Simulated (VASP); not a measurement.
# AlN (F-43m) in VASP: notebook

Aim: see how the results for AlN move with the level of theory and the settings. Levels: PBEsol, LDA, HF, HSE06. Tasks: relaxation of cell and atoms, single point.

Program: VASP 6.6.1. These are calculated values, not measurements. Logs are shortened: lines on timing, memory, paths and dates and some standing lists are left out, and cuts for length are marked.

### 1 The cell of the first run

Symmetry: F-43m, No. 216, cubic system. The conventional cell has a = 4.403 Å, b = 4.403 Å, c = 4.403 Å, α = 90.00°, β = 90.00°, γ = 90.00°. Al (site symmetry -43m) has 4 N at 1.91 Å within 2.5 Å. Within 2.5 Å of N (site symmetry -43m) lie 4 Al at 1.91 Å.

### 2 Relaxation of cell and atoms, PBEsol

Contents of INCAR:

```
  PREC = Accurate
  ENCUT = 600
  EDIFF = 1E-6
  ISMEAR = -1
  SIGMA = 0.02
  LREAL = False
  LASPH = True
  NELM = 100
  ALGO = Normal
  ISIF = 3
  LWAVE = False
  LCHARG = False
  GGA = PS
  IBRION = 2
  NSW = 80
  EDIFFG = -0.005
```

Contents of KPOINTS:

```
Automatic mesh
0
Gamma
  10 10 10
```

Contents of POSCAR:

```
AlN
1.0
    0.0000000000      2.2015870983      2.2015870983
    2.2015870983      0.0000000000      2.2015870983
    2.2015870983      2.2015870983      0.0000000000
Al N
1 1
Direct
    0.0000000000      0.0000000000      0.0000000000
    0.7500000000      0.7500000000      0.7500000000
```

Potentials or basis: VASP PAW PBE potentials, release 64 (Al, N).

On the command line:

```console
cat potpaw_PBE.64/Al/POTCAR potpaw_PBE.64/N/POTCAR > POTCAR
mpirun -np 1 vasp_std > vasp.out
```

OUTCAR:

```text
PREC = Accurate
   ENCUT = 600
   EDIFF = 1E-6
   ISMEAR = -1
   LREAL = False
   LASPH = True
   NELM = 100
   ISIF = 3
   GGA = PS
   IBRION = 2
   NSW = 80
   EDIFFG = -0.005

 ion  position               nearest neighbor table
   1  0.000  0.000  0.000-   2 1.91   2 1.91   2 1.91   2 1.91
   2  0.750  0.750  0.750-   1 1.91   1 1.91   1 1.91   1 1.91

  LATTYP: Found a face centered cubic cell.
 ALAT       =     4.4031741966

  Lattice vectors:

 A1 = (   0.0000000000,   2.2015870983,   2.2015870983)
 A2 = (   2.2015870983,   0.0000000000,   2.2015870983)
 A3 = (   2.2015870983,   2.2015870983,   0.0000000000)

Analysis of symmetry for initial positions (statically):
=====================================================================
 Subroutine PRICEL returns:
 Original cell was already a primitive cell.

 Routine SETGRP: Setting up the symmetry group for a
 face centered cubic supercell.

 Subroutine GETGRP returns: Found 24 space group operations
 (whereof 24 operations were pure point group operations)
 out of a pool of 48 trial point group operations.

The static configuration has the point symmetry T_d .

Analysis of symmetry for dynamics (positions and initial velocities):
=====================================================================
 Subroutine PRICEL returns:
 Original cell was already a primitive cell.

 Routine SETGRP: Setting up the symmetry group for a
 face centered cubic supercell.

 Subroutine GETGRP returns: Found 24 space group operations
 (whereof 24 operations were pure point group operations)
 out of a pool of 48 trial point group operations.

The dynamic configuration has the point symmetry T_d .

 Subroutine INISYM returns: Found 24 space group operations
 (whereof 24 operations are pure point group operations),
 and found     1 'primitive' translations

----------------------------------------------------------------------------------------

                                     Primitive cell

  volume of cell :      21.3421

  direct lattice vectors                    reciprocal lattice vectors
     0.000000000  2.201587098  2.201587098    -0.227108889  0.227108889  0.227108889
     2.201587098  0.000000000  2.201587098     0.227108889 -0.227108889  0.227108889
     2.201587098  2.201587098  0.000000000     0.227108889  0.227108889 -0.227108889

  length of vectors
     3.113514333  3.113514333  3.113514333     0.393364135  0.393364135  0.393364135

  position of ions in fractional coordinates (direct lattice)
     0.000000000  0.000000000  0.000000000
     0.750000000  0.750000000  0.750000000

  ion indices of the primitive-cell ions
   primitive index   ion index
                 1           1
                 2           2

----------------------------------------------------------------------------------------

 KPOINTS: Automatic mesh

Automatic generation of k-mesh.
 Grid dimensions read from file:
 generate k-points for:   10   10   10

 Generating k-lattice:

  Cartesian coordinates                     Fractional coordinates (reciprocal lattice)
    -0.022710889  0.022710889  0.022710889     0.100000000  0.000000000  0.000000000
     0.022710889 -0.022710889  0.022710889     0.000000000  0.100000000  0.000000000
     0.022710889  0.022710889 -0.022710889     0.000000000  0.000000000  0.100000000

  Length of vectors
     0.039336413  0.039336413  0.039336413

  Shift w.r.t. Gamma in fractional coordinates (k-lattice)
     0.000000000  0.000000000  0.000000000

 Subroutine IBZKPT returns following result:
 ===========================================

 Found     47 irreducible k-points:

 Following reciprocal coordinates:
            Coordinates               Weight
  0.000000  0.000000  0.000000      1.000000
  0.100000  0.000000  0.000000      8.000000
  0.200000  0.000000  0.000000      8.000000
  0.300000  0.000000  0.000000      8.000000
  0.400000  0.000000  0.000000      8.000000
  0.500000  0.000000  0.000000      4.000000
[... 16 lines left out ...]
  0.300000  0.300000  0.000000      6.000000
  0.400000  0.300000  0.000000     24.000000
 [... further k-points ...]
   k-points           NKPTS =     47   k-points in BZ     NKDIM =     47   number of bands    NBANDS=      8
   number of dos      NEDOS =    301   number of ions     NIONS =      2
   total plane-waves  NPLWV =  21952
   dimension x,y,z NGX =    28 NGY =   28 NGZ =   28
   dimension x,y,z NGXF=    56 NGYF=   56 NGZF=   56
   ions per type =               1   1
   NGX,Y,Z   is equivalent  to a cutoff of  14.95, 14.95, 14.95 a.u.
   NGXF,Y,Z  is equivalent  to a cutoff of  29.90, 29.90, 29.90 a.u.
 SYSTEM =  unknown system
   PREC   = accura    normal or accurate (medium, high low for compatibility)
   ISTART =      0    job   : 0-new  1-cont  2-samecut
   ICHARG =      2    charge: 1-file 2-atom 10-const
   ISPIN  =      1    spin polarized calculation?
   LNONCOLLINEAR =      F non collinear calculations
   LSORBIT =      F    spin-orbit coupling
   LASPH  =      T    aspherical Exc in radial PAW
   ENCUT  =  600.0 eV  44.10 Ry    6.64 a.u.   6.22  6.22  6.22*2*pi/ulx,y,z
   NELM   =    100;   NELMIN=  2; NELMDL= -5     # of ELM steps
   EDIFF  = 0.1E-05   stopping-criterion for ELM
   LREAL  =      F    real-space projection
   EDIFFG = -.5E-02   stopping-criterion for IOM
   NSW    =     80    number of steps for IOM
   IBRION =      2    ionic relax: 0-MD 1-quasi-New 2-CG
   NFREE  =      1    steps in history (QN), initial steepest desc. (CG)
   ISIF   =      3    stress and relaxation
   ISYM   =      2    0-nonsym 1-usesym 2-fastsym
   POTIM  = 0.5000    time-step for ionic-motion
   TEBEG  =    0.0;   TEEND  =   0.0 temperature during run
   PSTRESS=    0.0 pullay stress
   NELECT =       8.0000    total number of electrons
   NUPDOWN=      -1.0000    fix difference up-down
   EMIN   =  10.00;   EMAX   =-10.00  energy-range for DOS
   EFERMI =   0.00;   METHOD = LEGACY
   ISMEAR =    -1;   SIGMA  =   0.02  broadening in eV -4-tet -1-fermi 0-gaus
   EFERMI_NEDOS =   21; number of points for ismear=-14 and -15
   IALGO  =     38    algorithm
   IMIX   =      4    mixing-type and parameters
     AMIX     =   0.40;   BMIX     =  1.00
     AMIX_MAG =   1.60;   BMIX_MAG =  1.00
  volume/ion in A,a.u.               =      10.67        72.01
  Fermi-wavevector in a.u.,A,eV,Ry     =   1.180390  2.230614 18.957286  1.393321
  Thomas-Fermi vector in A             =   2.316684
   LORBIT       =      0    0 simple, 1 ext, 2 COOP (PROOUT), +10 PAW based schemes
   GGA     = PS    functional components
   LHFCALC =     F    Hartree Fock is set to
   AEXX    =    0.0000 exact exchange contribution
   IVDW    =     0    specifies the selected vdW correction
   LEPSILON=     F    determine dielectric tensor
   LRPA    =     F    only Hartree local field effects (RPA)
 conjugate gradient relaxation of ions
 non-spin polarized calculation
  energy-cutoff  :      600.00
  volume of cell :       21.34
 maximum number of plane-waves:       728
 NGX is ok and might be reduce to    28
   NGX = 13   NGY = 13   NGZ = 13

--------------------------------------- Ionic step        1  -------------------------------------------

 number of electron       8.0000000 magnetization

 Free energy of the ion-electron system (eV)
  ---------------------------------------------------
  ext. energy  EPLUGINS =         0.00000000
  ---------------------------------------------------
  free energy    TOTEN  =       -15.60919620 eV

  energy without entropy =      -15.60919620  energy(sigma->0) =      -15.60919620

------------------------ aborting loop because EDIFF is reached ----------------------------------------

  FORCE on cell =-STRESS in cart. coord.  units (eV):
  Direction    XX          YY          ZZ          XY          YZ          ZX
  --------------------------------------------------------------------------------------
  -------------------------------------------------------------------------------------
  Total       -0.4730827     -0.4730827     -0.4730827     -0.0000000      0.0000000     -0.0000000
  in kB      -35.5148554    -35.5148554    -35.5148554     -0.0000000      0.0000000     -0.0000000
  external PRESSURE =     -35.5148554 kB  Pullay stress =       0.0000000 kB
[... 57 lines left out ...]
  energy  without entropy=      -15.6100423914  energy(sigma->0) =      -15.61004239

--------------------------------------- Ionic step        3  -------------------------------------------

 number of electron       7.9999999 magnetization

 Free energy of the ion-electron system (eV)
  ---------------------------------------------------
  ext. energy  EPLUGINS =         0.00000000
  ---------------------------------------------------
  free energy    TOTEN  =       -15.61353856 eV

  energy without entropy =      -15.61353856  energy(sigma->0) =      -15.61353856

 E-fermi :   6.2529     XC(G=0): -11.1038

 val. band max:        5.8228846476   @ k =   0.0000   0.0000   0.0000
 cond. band min:       9.0073245899   @ k =   0.5000   0.5000   0.0000
 fundamental gap:      3.1844399423
 Fermi energy:         6.2529202704

 k-point     1 :       0.0000    0.0000    0.0000
  band No.  band energies     occupation
      1      -9.1020      2.00000
      2       5.8229      2.00000
      3       5.8229      2.00000
      4       5.8229      2.00000
      5       9.9046      0.00000
      6      18.2346      0.00000
      7      18.2346      0.00000
      8      18.2346      0.00000
[... 243 lines left out ...]
 k-point    24 :       0.4000    0.3000    0.0000
  band No.  band energies     occupation
      1      -7.0803      2.00000
      2       1.6535      2.00000
      3       4.1091      2.00000
      4       4.4120      2.00000
      5      10.6097      0.00000
      6      15.1924      0.00000
      7      17.9270      0.00000
      8      20.2467      0.00000

 [... further k-points ...]
[... 5 lines left out ...]
  --------------------------------------------------------------------------------------
  -------------------------------------------------------------------------------------
  Total       -0.0010773     -0.0010773     -0.0010773      0.0000000     -0.0000000     -0.0000000
  in kB       -0.0823647     -0.0823647     -0.0823647      0.0000000     -0.0000000     -0.0000000
  external PRESSURE =      -0.0823647 kB  Pullay stress =       0.0000000 kB
[... 17 lines left out ...]
  FREE ENERGIE OF THE ION-ELECTRON SYSTEM (eV)
  ---------------------------------------------------
  free  energy   TOTEN  =       -15.6135385591 eV

  energy  without entropy=      -15.6135385591  energy(sigma->0) =      -15.61353856

 reached required accuracy - stopping structural energy minimisation
```

It took 20 s on 1 thread of Intel Xeon Platinum 8259CL at 2.50GHz (Skylake/Cascade Lake), shared host; peak memory 0.15 GiB.

Results:

| Quantity | Value |
| --- | --- |
| Free energy | -15.6135 eV |
| Relaxed volume | 10.48 Å³/atom |
| Relaxed cell | a = 3.095 Å, b = 3.095 Å, c = 3.095 Å, α = 60.00°, β = 60.00°, γ = 60.00° |
| Space group after relaxing (to 0.05 Å) | F-43m (No. 216) |
| Energy gained by relaxing | 2.2 meV/atom |
| Ionic steps | 3 |
| Pressure after relaxing | 0.0 GPa |
| Band gap on the k mesh | 3.18 eV, indirect (least direct gap 4.08 eV) |

The path:
| step | energy change (eV) | largest force (eV/Å) | pressure (GPa) | volume (Å³) |
| --- | --- | --- | --- | --- |
| 1 | 0.0000 | 0.0000 | -3.55 | 21.34 |
| 2 | -0.0008 | 0.0000 | 3.39 | 20.62 |
| 3 | -0.0043 | 0.0000 | -0.01 | 20.96 |

Final structure:
```xyz
2
Lattice="0.0000 2.1883 2.1883 2.1883 0.0000 2.1883 2.1883 2.1883 0.0000" Properties=species:S:1:pos:R:3 pbc="T T T"
Al    0.0000    0.0000    0.0000
N     3.2824    3.2824    3.2824
```

Caveat: the PAW data sets were made with another functional, which shifts forces and pressure a little.

### 3 Relaxation of cell and atoms, LDA

Contents of INCAR:

```
  ALGO = Normal
  EDIFF = 1E-7
  EDIFFG = -0.005
  ENCUT = 600
  GGA = CA
  IBRION = 2
  ISIF = 3
  ISMEAR = -1
  LASPH = T
  LCHARG = F
  LREAL = F
  LWAVE = F
  NELM = 80
  NSW = 80
  PREC = Accurate
  SIGMA = 0.02
```

Contents of KPOINTS:

```
k-points
0
Gamma
  10 10 10
```

POSCAR is that of step 2.

Potentials or basis: VASP PAW LDA potentials, release 64 (Al, N).

On the command line:

```console
cat potpaw_LDA.64/Al/POTCAR potpaw_LDA.64/N/POTCAR > POTCAR
mpirun -np 1 vasp_std > vasp.out
```

It took 19 s on 1 thread of Intel Xeon Platinum 8259CL at 2.50GHz (Skylake/Cascade Lake), shared host; peak memory 0.14 GiB.

The run converged. Its results:

- Free energy: -16.3771 eV
- Relaxed volume: 10.26 Å³/atom
- Relaxed cell: a = 3.073 Å, b = 3.073 Å, c = 3.073 Å, α = 60.00°, β = 60.00°, γ = 60.00°
- Space group after relaxing (to 0.05 Å): F-43m (No. 216)
- Energy gained by relaxing: 10.2 meV/atom
- Ionic steps: 3
- Pressure after relaxing: 0.0 GPa
- Band gap on the k mesh: 3.23 eV, indirect (least direct gap 4.37 eV)

Step by step:
```csv
step,energy change (eV),largest force (eV/Å),pressure (GPa),volume (Å³)
1,0.0000,0.0000,-7.68,21.34
2,-0.0028,0.0000,8.07,19.80
3,-0.0204,0.0000,-0.05,20.52
```

Final structure:
```
Al N
1.0
     0.00000    2.17307    2.17307
     2.17307    0.00000    2.17307
     2.17307    2.17307    0.00000
Al N
1 1
Cartesian
  0.0000 0.0000 0.0000
  3.2596 3.2596 3.2596
```

Levels at points of the mesh, in eV from the valence-band top:
| k point | band 1 | band 2 | band 3 | band 4 | band 5 | band 6 | band 7 | band 8 |
| --- | --- | --- | --- | --- | --- | --- | --- | --- |
| (0.00, 0.00, 0.00) | -14.91 | 0.00 | 0.00 | 0.00 | 4.37 | 12.48 | 12.48 | 12.48 |
| (0.50, 0.00, 0.00) | -12.75 | -5.97 | -0.49 | -0.49 | 7.41 | 9.87 | 11.06 | 11.06 |
| (0.50, 0.50, 0.00) | -12.07 | -5.00 | -1.81 | -1.81 | 3.23 | 8.50 | 13.95 | 15.67 |

### 4 Single point, HF

This run uses another cell than the first one, of 10.43 Å³/atom, 0.977 times its volume.

Contents of POSCAR:

```
AlN
1.0
    0.0000000000      2.1848764832      2.1848764832
    2.1848764832      0.0000000000      2.1848764832
    2.1848764832      2.1848764832      0.0000000000
Al N
1 1
Direct
    0.0000000000      0.0000000000      0.0000000000
    0.7500000000      0.7500000000      0.7500000000
```

Contents of INCAR.step1:

```
SYSTEM = AlN
ALGO = Normal
EDIFF = 1E-5
ENCUT = 520
GGA = PE
ISIF = 2
ISMEAR = 0
LASPH = .TRUE.
LCHARG = .FALSE.
LREAL = .FALSE.
LWAVE = .TRUE.
NBANDS = 11
NELM = 100
PREC = Accurate
SIGMA = 0.01
```

Contents of INCAR.step2:

```
SYSTEM = AlN
AEXX = 1.0
AGGAC = 0.0
ALDAC = 0.0
ALGO = Normal
EDIFF = 1E-6
ENCUT = 520
GGA = PE
ISIF = 2
ISMEAR = 0
ISTART = 1
LASPH = .TRUE.
LCHARG = .FALSE.
LHFCALC = .TRUE.
LREAL = .FALSE.
LWAVE = .FALSE.
NBANDS = 11
NELM = 100
PREC = Accurate
PRECFOCK = Normal
SIGMA = 0.01
```

Contents of KPOINTS:

```
k-points
0
G
  8 8 8
  0 0 0
```

Potentials or basis: VASP PAW PBE potentials, release 64 (Al, N).

On the command line:

```console
cat potpaw_PBE.64/Al/POTCAR potpaw_PBE.64/N/POTCAR > POTCAR
cp INCAR.step1 INCAR
mpirun -np 1 vasp_std > vasp.out
cp INCAR.step2 INCAR
mpirun -np 1 vasp_std > vasp.out
```

It took 28 min on 1 thread of Intel Xeon Platinum 8559C (Emerald Rapids), shared host; peak memory 0.15 GiB.

Results (log left out):

```yaml
Free_energy: -27.3365 eV
Pressure: -1.7 GPa
Band_gap_on_the_k_mesh: 12.19 eV, indirect (least direct gap 12.28 eV)
```

Levels at points of the mesh, in eV from the valence-band top:
```tsv
k point	band 2	band 3	band 4	band 5	band 6	band 7
(0.00, 0.00, 0.00)	0.00	0.00	0.00	12.28	19.50	22.92
(0.50, 0.00, 0.00)	-7.94	-0.68	-0.68	14.60	20.27	21.26
(0.50, 0.50, 0.00)	-7.09	-2.38	-2.38	12.19	15.16	21.58
```

Caveat: the PAW data sets were made with another functional, which shifts forces and pressure a little.

### 5 Single point, HSE06

This run uses another cell than the first one, of 10.43 Å³/atom, 0.977 times its volume.

POSCAR is that of step 4.

Contents of INCAR.step1:

```
PREC = Accurate
ENCUT = 520
EDIFF = 1E-5
ISMEAR = 0
SIGMA = 0.01
LREAL = False
LASPH = True
NELM = 80
ALGO = Normal
ISIF = 2
LWAVE = True
LCHARG = False
NBANDS = 11
GGA = PE
```

Contents of INCAR.step2:

```
PREC = Accurate
ENCUT = 520
EDIFF = 1E-6
ISMEAR = 0
SIGMA = 0.01
LREAL = False
LASPH = True
NELM = 80
ALGO = Normal
ISIF = 2
LWAVE = False
LCHARG = False
GGA = PE
LHFCALC = True
HFSCREEN = 0.2079
PRECFOCK = Normal
NBANDS = 11
ISTART = 1
```

Contents of KPOINTS:

```
Automatic mesh
0
Gamma
  8 8 8
```

On the command line:

```console
cat potpaw_PBE.64/Al/POTCAR potpaw_PBE.64/N/POTCAR > POTCAR
cp INCAR.step1 INCAR
mpirun -np 1 vasp_std > vasp.out
cp INCAR.step2 INCAR
mpirun -np 1 vasp_std > vasp.out
```

Wall time 24 min (1 thread of AMD EPYC 7R13 (Zen 3), shared host); peak memory 0.22 GiB.

It converged, with:

* Free energy: -17.3961 eV
* Pressure: -0.8 GPa
* Band gap on the k mesh: 4.55 eV, indirect (least direct gap 5.54 eV)

Levels at points of the mesh, in eV from the valence-band top:
```
           k point  band 1  band 2  band 3  band 4  band 5  band 6  band 7  band 8
(0.00, 0.00, 0.00)  -16.47    0.00    0.00    0.00    5.54   14.23   14.23   14.23
(0.50, 0.00, 0.00)  -14.29   -6.34   -0.53   -0.53    8.86   11.63   12.75   12.75
(0.50, 0.50, 0.00)  -13.61   -5.33   -1.95   -1.95    4.55   10.07   16.08   17.81
```

Caveat: the PAW data sets were made with another functional, which shifts forces and pressure a little.

### 6 Summary

```tsv
task	level	potentials or basis	cell	k mesh	cutoff (eV)	smearing	grid for exact exchange (PRECFOCK)	screening parameter	gap on the mesh (eV)	pressure (GPa)	relaxed volume (Å³/atom)
relaxation of cell and atoms	PBEsol	VASP PAW PBE potentials, release 64 (Al, N)	relaxed from a = 3.114 Å, angles 60.0°, 2 atoms	10 × 10 × 10	600	fermi-dirac 0.02 eV	-	-	3.18	0.0	10.48
relaxation of cell and atoms	LDA	VASP PAW LDA potentials, release 64 (Al, N)	relaxed from a = 3.114 Å, angles 60.0°, 2 atoms	10 × 10 × 10	600	fermi-dirac 0.02 eV	-	-	3.23	0.0	10.26
single point	HF	VASP PAW PBE potentials, release 64 (Al, N)	a = 3.090 Å, angles 60.0°, 2 atoms	8 × 8 × 8	520	gaussian 0.01 eV	Normal	-	12.19	-1.7	-
single point	HSE06	VASP PAW PBE potentials, release 64 (Al, N)	a = 3.090 Å, angles 60.0°, 2 atoms	8 × 8 × 8	520	gaussian 0.01 eV	Normal	0.2079 1/Å	4.55	-0.8	-
```

Alike in all rows: no spin polarisation.

Caveats: the PAW data sets were made with another functional, which shifts forces and pressure a little (some runs).

Total energies depend on the potentials used, so only differences within one code and one set of settings carry meaning.
